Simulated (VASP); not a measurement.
# TiSi16 (a cell with a defect) in VASP: notebook

The runs below take TiSi16 (a cell with a defect) through single point, with LDA.

Everything below comes from runs of VASP 6.6.1. Logs are shortened: lines on timing, memory, paths and dates and some standing lists are left out, and cuts for length are marked.

**1. The cell of the first run**

The cell holds a defect, 17 atoms: a = 7.679 Å, b = 7.679 Å, c = 7.679 Å, α = 60.00°, β = 60.00°, γ = 60.00°.

**2. Single point, LDA**

INCAR

```
SYSTEM = TiSi16
ALGO = Normal ; EDIFF = 1E-7
ENCUT = 520 ; GGA = CA
ISIF = 2 ; ISMEAR = 0
LASPH = .True. ; LCHARG = .False.
LREAL = Auto ; LWAVE = .False.
NBANDS = 52 ; NELM = 80
PREC = Accurate ; SIGMA = 0.02
```

KPOINTS

```
k-points
0
Gamma
  2 2 2
  0 0 0
```

POSCAR

```
TiSi16
1.0
    0.0000000000      5.4300000000      5.4300000000
    5.4300000000      0.0000000000      5.4300000000
    5.4300000000      5.4300000000      0.0000000000
Si Ti
16 1
Direct
    0.0091428122     -0.0009696368      0.0043494222
    0.1277800164      0.1306982391      0.1281516582
    0.0092365074     -0.0024669629      0.5026094439
    0.1440422488      0.1206909430      0.6240726143
    0.0003261154      0.5013806528      0.0072290548
    0.1253505618      0.6259394202      0.1281740311
    0.0050680175      0.5040562993      0.5028087999
    0.1241082150      0.6250530725      0.6367409559
    0.5017131664      0.0021122506      0.0053653721
    0.6266147959      0.1271620366      0.1367920370
    0.5086434315      0.0060669162      0.4999006738
    0.6262050376      0.1274667061      0.6236453759
    0.4982679246      0.5087885765      0.0052811894
    0.6297518091      0.6281790643      0.1283975809
    0.4962734773      0.5093445388      0.5026684491
    0.6205414201      0.6421931837      0.6249650832
    0.7559056432      0.2551044001      0.7515512583
```

Potentials or basis: VASP PAW LDA potentials, release 64 (Si, Ti_sv).

Launch:

```sh
$ cat potpaw_LDA.64/Si/POTCAR potpaw_LDA.64/Ti_sv/POTCAR > POTCAR
$ mpirun -np 1 vasp_std > vasp.out
```

OUTCAR:

```text
SYSTEM = TiSi16
   EDIFF = 1E-7
   ENCUT = 520
   GGA = CA
   ISIF = 2
   ISMEAR = 0
   LASPH = .True.
   LREAL = Auto
   NELM = 80
   PREC = Accurate

 ion  position               nearest neighbor table
   1  0.009  0.999  0.004-   6 2.34   2 2.35   4 2.38  10 2.40  17 2.75
   2  0.128  0.131  0.128-   5 2.32   9 2.34   1 2.35   3 2.35
   3  0.009  0.998  0.503-   8 2.34   2 2.35   4 2.38  12 2.40  17 2.75
   4  0.144  0.121  0.624-  11 2.29   3 2.38   1 2.38   7 2.40  17 2.43
   5  0.000  0.501  0.007-   8 2.32   6 2.32  14 2.32   2 2.32
   6  0.125  0.626  0.128-   5 2.32  13 2.34   1 2.34   7 2.35
   7  0.005  0.504  0.503-   8 2.35   6 2.35   4 2.40  16 2.41  17 2.70
   8  0.124  0.625  0.637-   5 2.32  15 2.33   3 2.34   7 2.35
   9  0.502  0.002  0.005-  14 2.34   2 2.34  10 2.39  12 2.39  17 2.75
  10  0.627  0.127  0.137-  11 2.28   9 2.39  13 2.39   1 2.40  17 2.42
  11  0.509  0.006  0.500-  12 2.27  10 2.28  16 2.28   4 2.29
  12  0.626  0.127  0.624-  11 2.27   9 2.39  15 2.39   3 2.40  17 2.42
  13  0.498  0.509  0.005-   6 2.34  14 2.35  16 2.39  10 2.39  17 2.76
  14  0.630  0.628  0.128-   5 2.32   9 2.34  13 2.35  15 2.35
  15  0.496  0.509  0.503-   8 2.33  14 2.35  16 2.38  12 2.39  17 2.76
  16  0.621  0.642  0.625-  11 2.28  15 2.38  13 2.39   7 2.41  17 2.43
  17  0.756  0.255  0.752-  10 2.42  12 2.42  16 2.43   4 2.43   7 2.70   1 2.75   3 2.75   9 2.75
                            13 2.76  15 2.76

  LATTYP: Found a face centered cubic cell.
 ALAT       =    10.8600000000

  Lattice vectors:

 A1 = (   0.0000000000,   5.4300000000,   5.4300000000)
 A2 = (   5.4300000000,   0.0000000000,   5.4300000000)
 A3 = (   5.4300000000,   5.4300000000,   0.0000000000)

Analysis of symmetry for initial positions (statically):
=====================================================================
 Subroutine PRICEL returns:
 Original cell was already a primitive cell.

 Routine SETGRP: Setting up the symmetry group for a
 face centered cubic supercell.

 Subroutine GETGRP returns: Found  1 space group operations
 (whereof  1 operations were pure point group operations)
 out of a pool of 48 trial point group operations.

The static configuration has the point symmetry C_1 .

Analysis of symmetry for dynamics (positions and initial velocities):
=====================================================================
 Subroutine PRICEL returns:
 Original cell was already a primitive cell.

 Routine SETGRP: Setting up the symmetry group for a
 face centered cubic supercell.

 Subroutine GETGRP returns: Found  1 space group operations
 (whereof  1 operations were pure point group operations)
 out of a pool of 48 trial point group operations.

The dynamic configuration has the point symmetry C_1 .

 Subroutine INISYM returns: Found  1 space group operations
 (whereof  1 operations are pure point group operations),
 and found     1 'primitive' translations

----------------------------------------------------------------------------------------

                                     Primitive cell

  volume of cell :     320.2060

  direct lattice vectors                    reciprocal lattice vectors
     0.000000000  5.430000000  5.430000000    -0.092081031  0.092081031  0.092081031
     5.430000000  0.000000000  5.430000000     0.092081031 -0.092081031  0.092081031
     5.430000000  5.430000000  0.000000000     0.092081031  0.092081031 -0.092081031

  length of vectors
     7.679179644  7.679179644  7.679179644     0.159489025  0.159489025  0.159489025

  position of ions in fractional coordinates (direct lattice)
     0.009142812  0.999030363  0.004349422
     0.127780016  0.130698239  0.128151658
     0.009236507  0.997533037  0.502609444
     0.144042249  0.120690943  0.624072614
     0.000326115  0.501380653  0.007229055
     0.125350562  0.625939420  0.128174031
[... 9 lines left out ...]
     0.620541420  0.642193184  0.624965083
     0.755905643  0.255104400  0.751551258

  ion indices of the primitive-cell ions
   primitive index   ion index
                 1           1
                 2           2
                 3           3
                 4           4
                 5           5
                 6           6
[... 9 lines left out ...]
                16          16
                17          17

----------------------------------------------------------------------------------------

 KPOINTS: k-points

Automatic generation of k-mesh.
 Grid dimensions read from file:
 generate k-points for:    2    2    2

 Generating k-lattice:

  Cartesian coordinates                     Fractional coordinates (reciprocal lattice)
    -0.046040516  0.046040516  0.046040516     0.500000000  0.000000000  0.000000000
     0.046040516 -0.046040516  0.046040516     0.000000000  0.500000000  0.000000000
     0.046040516  0.046040516 -0.046040516     0.000000000  0.000000000  0.500000000

  Length of vectors
     0.079744512  0.079744512  0.079744512

  Shift w.r.t. Gamma in fractional coordinates (k-lattice)
     0.000000000  0.000000000  0.000000000

 Subroutine IBZKPT returns following result:
 ===========================================

 Found      8 irreducible k-points:

 Following reciprocal coordinates:
            Coordinates               Weight
  0.000000  0.000000  0.000000      1.000000
  0.500000  0.000000  0.000000      1.000000
  0.000000  0.500000  0.000000      1.000000
  0.000000  0.000000  0.500000      1.000000
  0.500000  0.500000  0.500000      1.000000
  0.500000  0.500000  0.000000      1.000000
  0.000000  0.500000  0.500000      1.000000
  0.500000  0.000000  0.500000      1.000000
   k-points           NKPTS =      8   k-points in BZ     NKDIM =      8   number of bands    NBANDS=     52
   number of dos      NEDOS =    301   number of ions     NIONS =     17
   total plane-waves  NPLWV = 216000
   dimension x,y,z NGX =    60 NGY =   60 NGZ =   60
   dimension x,y,z NGXF=   120 NGYF=  120 NGZF=  120
   ions per type =              16   1
   NGX,Y,Z   is equivalent  to a cutoff of  12.99, 12.99, 12.99 a.u.
   NGXF,Y,Z  is equivalent  to a cutoff of  25.98, 25.98, 25.98 a.u.
 SYSTEM =  TiSi16
   PREC   = accura    normal or accurate (medium, high low for compatibility)
   ISTART =      0    job   : 0-new  1-cont  2-samecut
   ICHARG =      2    charge: 1-file 2-atom 10-const
   ISPIN  =      1    spin polarized calculation?
   LNONCOLLINEAR =      F non collinear calculations
   LSORBIT =      F    spin-orbit coupling
   LASPH  =      T    aspherical Exc in radial PAW
   ENCUT  =  520.0 eV  38.22 Ry    6.18 a.u.  14.28 14.28 14.28*2*pi/ulx,y,z
   NELM   =     80;   NELMIN=  2; NELMDL= -5     # of ELM steps
   EDIFF  = 0.1E-06   stopping-criterion for ELM
   LREAL  =      T    real-space projection
   EDIFFG = 0.1E-05   stopping-criterion for IOM
   NSW    =      0    number of steps for IOM
   IBRION =     -1    ionic relax: 0-MD 1-quasi-New 2-CG
   NFREE  =      0    steps in history (QN), initial steepest desc. (CG)
   ISIF   =      2    stress and relaxation
   ISYM   =      2    0-nonsym 1-usesym 2-fastsym
   POTIM  = 0.5000    time-step for ionic-motion
   TEBEG  =    0.0;   TEEND  =   0.0 temperature during run
   PSTRESS=    0.0 pullay stress
   NELECT =      76.0000    total number of electrons
   NUPDOWN=      -1.0000    fix difference up-down
   EMIN   =  10.00;   EMAX   =-10.00  energy-range for DOS
   EFERMI =   0.00;   METHOD = LEGACY
   ISMEAR =     0;   SIGMA  =   0.02  broadening in eV -4-tet -1-fermi 0-gaus
   EFERMI_NEDOS =   21; number of points for ismear=-14 and -15
   IALGO  =     38    algorithm
   IMIX   =      4    mixing-type and parameters
     AMIX     =   0.40;   BMIX     =  1.00
     AMIX_MAG =   1.60;   BMIX_MAG =  1.00
  volume/ion in A,a.u.               =      18.84       127.11
  Fermi-wavevector in a.u.,A,eV,Ry     =   1.013607  1.915439 13.978610  1.027399
  Thomas-Fermi vector in A             =   2.146786
   LORBIT       =      0    0 simple, 1 ext, 2 COOP (PROOUT), +10 PAW based schemes
   GGA     = CA    functional components
   LHFCALC =     F    Hartree Fock is set to
   AEXX    =    0.0000 exact exchange contribution
   IVDW    =     0    specifies the selected vdW correction
   LEPSILON=     F    determine dielectric tensor
   LRPA    =     F    only Hartree local field effects (RPA)
 non-spin polarized calculation
 Gauss-broadening in eV      SIGMA  =   0.02
  energy-cutoff  :      520.00
  volume of cell :      320.21
 maximum number of plane-waves:      8646
 NGX is ok and might be reduce to    60
   NGX = 29   NGY = 29   NGZ = 29

 number of electron      76.0000001 magnetization

 Free energy of the ion-electron system (eV)
  ---------------------------------------------------
  ext. energy  EPLUGINS =         0.00000000
  ---------------------------------------------------
  free energy    TOTEN  =      -102.03183825 eV

  energy without entropy =     -102.02837741  energy(sigma->0) =     -102.03010783

 E-fermi :   6.7945     XC(G=0):  -9.9273

 val. band max:        6.7868405981   @ k =   0.0000   0.0000   0.5000
 cond. band min:       6.7979384515   @ k =   0.5000   0.5000   0.5000
 fundamental gap:      0.0110978534
 Fermi energy:         6.7944597865

 k-point     1 :       0.0000    0.0000    0.0000
  band No.  band energies     occupation
      1     -49.2812      2.00000
      2     -26.0593      2.00000
      3     -26.0411      2.00000
      4     -26.0274      2.00000
      5      -5.7682      2.00000
      6      -3.5418      2.00000
[... 42 lines left out ...]
     49       8.0799      0.00000
     50       8.3546      0.00000

 k-point     2 :       0.5000    0.0000    0.0000
  band No.  band energies     occupation
      1     -49.2812      2.00000
      2     -26.0593      2.00000
      3     -26.0411      2.00000
      4     -26.0274      2.00000
      5      -5.0612      2.00000
      6      -4.8485      2.00000
[... 310 lines left out ...]
 k-point     8 :       0.5000    0.0000    0.5000
  band No.  band energies     occupation
      1     -49.2812      2.00000
      2     -26.0593      2.00000
      3     -26.0411      2.00000
      4     -26.0274      2.00000
      5      -4.7345      2.00000
      6      -4.6544      2.00000
[... 42 lines left out ...]
     49       9.7359      0.00000
     50      10.4092      0.00000
 [bands above 50 left out]

------------------------ aborting loop because EDIFF is reached ----------------------------------------

  FORCE on cell =-STRESS in cart. coord.  units (eV):
  Direction    XX          YY          ZZ          XY          YZ          ZX
  --------------------------------------------------------------------------------------
  -------------------------------------------------------------------------------------
  Total        0.1274026      0.1028749      0.5084553     -0.1895487      0.0629928      0.0860360
  in kB        0.6374693      0.5147430      2.5440981     -0.9484228      0.3151896      0.4304883
  external PRESSURE =       1.2321035 kB  Pullay stress =       0.0000000 kB

 VOLUME and BASIS-vectors are now :
 -----------------------------------------------------------------------------
  energy-cutoff  :      520.00
  volume of cell :      320.21
      direct lattice vectors                 reciprocal lattice vectors
     0.000000000  5.430000000  5.430000000    -0.092081031  0.092081031  0.092081031
     5.430000000  0.000000000  5.430000000     0.092081031 -0.092081031  0.092081031
     5.430000000  5.430000000  0.000000000     0.092081031  0.092081031 -0.092081031

 POSITION                                       TOTAL-FORCE (eV/Angst)
 -----------------------------------------------------------------------------------
      5.44835      0.07326      5.47438         0.012122     -0.004552      0.001536
      1.40555      1.38971      1.40354         0.008762      0.003303      0.003931
      8.14577      2.77932      5.46676        -0.004716     -0.026403      0.004109
      4.04407      4.17086      1.43750         0.002757      0.008679      0.017623
      2.76175      0.04102      2.72427        -0.010306     -0.004045      0.000748
      4.09484      1.37664      4.07950         0.006270      0.002906     -0.013952
[... 9 lines left out ...]
      6.88067      6.76310      6.85665         0.006355      0.003966      0.024043
      5.46614      8.18549      5.48978        -0.008369     -0.012461     -0.026184
 -----------------------------------------------------------------------------------
    total drift:                                0.001106     -0.006423     -0.011738

  FREE ENERGIE OF THE ION-ELECTRON SYSTEM (eV)
  ---------------------------------------------------
  free  energy   TOTEN  =      -102.0318382473 eV

  energy  without entropy=     -102.0283774084  energy(sigma->0) =     -102.03010783
```

Wall time 2.5 min (1 thread of Intel Xeon 6975P-C (Granite Rapids), shared host); peak memory 0.38 GiB.

Results:

| Property | Result |
| --- | --- |
| Free energy | -102.0318 eV |
| Pressure | 0.1 GPa |
| Largest force | 0.030 eV/Å |
| Band gap on the k mesh | zero (bands 38 and 39 overlap by 0.37 eV) |

Forces in eV/Å, atoms in the order of the input:
```
Si   0.012 -0.005  0.002
Si   0.009  0.003  0.004
Si  -0.005 -0.026  0.004
Si   0.003  0.009  0.018
Si  -0.010 -0.004  0.001
Si   0.006  0.003 -0.014
Si   0.000 -0.008  0.012
Si   0.004 -0.001 -0.014
Si  -0.004 -0.001 -0.011
Si   0.007  0.020 -0.014
Si   0.008 -0.006 -0.017
Si  -0.005  0.009  0.004
Si  -0.006  0.008  0.009
Si   0.005  0.006  0.007
Si  -0.022  0.002  0.012
Si   0.006  0.004  0.024
Ti  -0.008 -0.012 -0.026
```

Stress tensor (GPa, compression positive):
```
 0.06 -0.09  0.04
-0.09  0.05  0.03
 0.04  0.03  0.25
```

Caveat: the k points lie up to 0.50 Å⁻¹ apart.

**3. Single point, LDA**

INCAR

```
SYSTEM = TiSi16
  PREC = Accurate
  ENCUT = 520
  EDIFF = 1E-6
  ISMEAR = 0
  SIGMA = 0.02
  LREAL = Auto
  LASPH = .TRUE.
  NELM = 80
  ALGO = Normal
  ISIF = 2
  LWAVE = .FALSE.
  LCHARG = .TRUE.
  LELF = .TRUE.
  LVHAR = .TRUE.
  NBANDS = 52
```

KPOINTS

```
Automatic mesh
0
G
  2 2 2
  0 0 0
```

POSCAR

```
TiSi16
1.0
    0.0000000000      5.4300000000      5.4300000000
    5.4300000000      0.0000000000      5.4300000000
    5.4300000000      5.4300000000      0.0000000000
Si Ti
16 1
Direct
   -0.0017718776      0.0021584213     -0.0009963269
    0.1226039905      0.1339737266      0.1243965738
   -0.0064046883      0.0121861188      0.4981261635
    0.1279042173      0.1339822072      0.6163153563
   -0.0014733839      0.5147021232     -0.0008102935
    0.1188654213      0.6397005186      0.1170373984
    0.0036902567      0.5133139690      0.4814626111
    0.1247000610      0.6381517315      0.6166040797
    0.4967157456      0.0121566323     -0.0045410321
    0.6161241999      0.1334581147      0.1291571447
    0.5004186667      0.0110088126      0.5014075865
    0.6231069493      0.1349616762      0.6249935209
    0.4828157744      0.5129067051      0.0035206732
    0.6166194694      0.6380785792      0.1254228098
    0.4984184019      0.5055076683      0.4989268609
    0.6204844733      0.6373228541      0.6197389269
    0.8700233725      0.3873087114      0.8694898970
```

Potentials or basis: VASP PAW LDA potentials, release 64 (Si, Ti_sv).

Launch:

```sh
$ cat potpaw_LDA.64/Si/POTCAR potpaw_LDA.64/Ti_sv/POTCAR > POTCAR
$ mpirun -np 1 vasp_std > vasp.out
```

It took 2.8 min on 1 thread of Intel Xeon 6975P-C (Granite Rapids), shared host; peak memory 0.38 GiB.

The run converged. Its results:

```
Free energy            : -102.0319 eV
Pressure               : 0.1 GPa
Largest force          : 0.034 eV/Å
Band gap on the k mesh : zero (bands 38 and 39 overlap by 0.38 eV)
```

Forces in eV/Å, atoms in the order of the input:
```
Si   0.005 -0.007 -0.002
Si  -0.019  0.014  0.014
Si  -0.003  0.005 -0.002
Si  -0.011 -0.005 -0.010
Si   0.016 -0.019  0.023
Si   0.001  0.025 -0.007
Si   0.016 -0.003  0.015
Si  -0.001  0.012 -0.007
Si   0.004  0.003 -0.006
Si  -0.020 -0.016 -0.011
Si  -0.006 -0.009 -0.009
Si  -0.004 -0.003 -0.002
Si   0.016 -0.007 -0.002
Si  -0.006  0.003  0.005
Si   0.008 -0.008  0.000
Si   0.000 -0.001  0.002
Ti   0.003  0.015  0.001
```

Stress tensor (GPa, compression positive):
```
 0.07 -0.05 -0.07
-0.05  0.19 -0.07
-0.07 -0.07  0.09
```

Levels at points of the mesh, in eV from the Fermi level:
| k point | band 36 | band 37 | band 38 | band 39 | band 40 | band 41 |
| --- | --- | --- | --- | --- | --- | --- |
| (0.00, 0.00, 0.00) | -0.93 | -0.40 | -0.36 | -0.33 | -0.12 | -0.08 |
| (0.50, 0.00, 0.00) | -1.28 | -0.27 | 0.03 | 0.07 | 0.45 | 0.45 |
| (0.00, 0.50, 0.00) | -1.29 | -0.29 | 0.01 | 0.07 | 0.45 | 0.47 |
| (0.00, 0.00, 0.50) | -1.29 | -0.26 | 0.04 | 0.07 | 0.45 | 0.45 |
| (0.50, 0.50, 0.50) | -1.29 | -0.29 | -0.01 | 0.06 | 0.45 | 0.46 |
| (0.50, 0.50, 0.00) | -1.81 | -0.71 | -0.03 | 0.57 | 0.58 | 1.09 |
| (0.00, 0.50, 0.50) | -1.81 | -0.70 | -0.03 | 0.57 | 0.58 | 1.09 |
| (0.50, 0.00, 0.50) | -1.82 | -0.71 | -0.03 | 0.56 | 0.61 | 1.09 |

Caveat: the k points lie up to 0.50 Å⁻¹ apart.
